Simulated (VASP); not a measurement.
Crystal: HfSc4.

```
Hf Sc
1.0
     4.61122    0.00000    0.00000
     0.00000    4.61122    0.00000
     0.00000    0.00000    4.61122
Hf Sc
1 4
Direct
  0.50000 0.50000 0.50000
  0.50000 0.00000 0.00000
  0.00000 0.50000 0.00000
  0.00000 0.00000 0.50000
  0.00000 0.00000 0.00000
```

| Property | Result |
| --- | --- |
| Program | VASP 6.6.1 |
| Task | relaxation of cell and atoms |
| Functional | PBE |
| Potentials or basis | VASP PAW PBE potentials, release 64 (Hf_pv, Sc_sv) |
| Cutoff | 600 eV |
| k mesh | 4 × 4 × 4 |
| Occupations | gaussian, width 0.1 eV |
| Spin | no spin polarisation |

At the start: pressure 17.4 GPa; volume 19.61 Å³/atom.

**Question.** Where does the relaxation end?

**Answer.** Over 3 steps the energy falls by 245.2 meV/atom and the volume is 25.06 Å³/atom (+27.8 %); space group Pm-3m (No. 221, to 0.05 Å).

The path:
| step | energy change (eV) | largest force (eV/Å) | pressure (GPa) | volume (Å³) |
| --- | --- | --- | --- | --- |
| 1 | 0.0000 | 0.0000 | 17.38 | 98.05 |
| 2 | -1.1943 | 0.0000 | -1.78 | 131.43 |
| 3 | -1.2262 | 0.0000 | 0.19 | 125.29 |

Final structure:
```
CELL_PARAMETERS angstrom
5.00382 0.00000 0.00000
0.00000 5.00382 0.00000
0.00000 0.00000 5.00382
ATOMIC_POSITIONS crystal
Hf 0.50000 0.50000 0.50000
Sc 0.50000 0.00000 0.00000
Sc 0.00000 0.50000 0.00000
Sc 0.00000 0.00000 0.50000
Sc 0.00000 0.00000 0.00000
```

Caveat: the volume moved by over 15 % at a fixed basis, so the end points are rough.
